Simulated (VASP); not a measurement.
Set up this calculation in VASP 6.6.1, as the native input.

| Quantity | Value |
| --- | --- |
| Task | single point |
| Functional | BLYP |
| Potentials or basis | VASP PAW PBE potentials, release 64 (Y_sv) |
| Cutoff | 520 eV |
| k mesh | 12 × 12 × 12 |
| Occupations | fermi-dirac, width 0.1 eV |
| Spin | no spin polarisation |
| Dipole correction | no |
| Further INCAR settings | ALGO = Normal; EDIFF = 1e-07; NBANDS = 12 |

The structure of Y lies in POSCAR:

```
Y
1.0
    0.0000000000      2.4876924448      2.4876924448
    2.4876924448      0.0000000000      2.4876924448
    2.4876924448      2.4876924448      0.0000000000
Y
1
Direct
    0.0000000000      0.0000000000      0.0000000000
```

This cell differs from its parent crystal: volume scaled by 0.92.

These files were run (other wordings do the same):

INCAR

```
SYSTEM = Y
AGGAC = 1.0 ; AGGAX = 1.0
ALDAC = 0.0 ; ALDAX = 1.0
ALGO = Normal ; EDIFF = 1E-7
ENCUT = 520 ; GGA = B5
ISIF = 2 ; ISMEAR = -1
LASPH = .TRUE. ; LCHARG = .FALSE.
LREAL = .FALSE. ; LWAVE = .FALSE.
NBANDS = 12 ; NELM = 80
PREC = Accurate ; SIGMA = 0.1
```

KPOINTS

```
k-points
0
G
  12 12 12
  0 0 0
```

Potentials or basis: VASP PAW PBE potentials, release 64 (Y_sv).

The run is started by

```bash
$ cat potpaw_PBE.64/Y_sv/POTCAR > POTCAR
$ mpirun -np 1 vasp_std > vasp.out
```

It gave:

```json
{
 "Pressure": "3.5 GPa"
}
```

Caveat: the PAW data sets were made with another functional, which shifts forces and pressure a little.

Run time: 19 s on 1 thread of Intel(R) Xeon(R) 6975P-C (Granite Rapids) (shared host), peak memory 0.19 GiB.
